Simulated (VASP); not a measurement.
A run of VASP 6.6.1:

File POSCAR:

```
As
1.0
    1.8807968987      1.0858785957      3.5140619945
   -1.8807968987      1.0858785957      3.5140619945
    0.0000000000     -2.1717571915      3.5140619945
As
2
Direct
    0.2260000000      0.2260000000      0.2260000000
    0.7740000000      0.7740000000      0.7740000000
```

File INCAR.step1:

```
SYSTEM = As
ALGO = Normal ; EDIFF = 1E-5
ENCUT = 520 ; GGA = PE
ISIF = 2 ; ISMEAR = -1
LASPH = .TRUE. ; LCHARG = .FALSE.
LREAL = .FALSE. ; LWAVE = .TRUE.
NBANDS = 12 ; NELM = 100
PREC = Accurate ; SIGMA = 0.05
```

Contents of INCAR.step2:

```
SYSTEM = As
ALGO = Normal ; EDIFF = 1E-6
ENCUT = 520 ; GGA = PE
HFSCREEN = 0.2079 ; ISIF = 2
ISMEAR = -1 ; ISTART = 1
LASPH = .TRUE. ; LCHARG = .FALSE.
LHFCALC = .TRUE. ; LREAL = .FALSE.
LWAVE = .FALSE. ; NBANDS = 12
NELM = 100 ; PREC = Accurate
PRECFOCK = Normal ; SIGMA = 0.05
```

Contents of KPOINTS:

```
k-points
0
G
  5 5 5
  0 0 0
```

Potentials or basis: VASP PAW PBE potentials, release 64 (As).

Launch:

```bash
$ cat potpaw_PBE.64/As/POTCAR > POTCAR
$ cp INCAR.step1 INCAR
$ mpirun -np 1 vasp_std > vasp.out
$ cp INCAR.step2 INCAR
$ mpirun -np 1 vasp_std > vasp.out
```

Hardware: 1 thread of AMD EPYC 7R13 Processor (Zen 3), with other jobs on the host.

Question: Estimate the wall time of this run.

Answer: Run time: 11 min on 1 thread of AMD EPYC 7R13 Processor (Zen 3), with other jobs on the host, peak memory 0.25 GiB. Counts: k points 19.
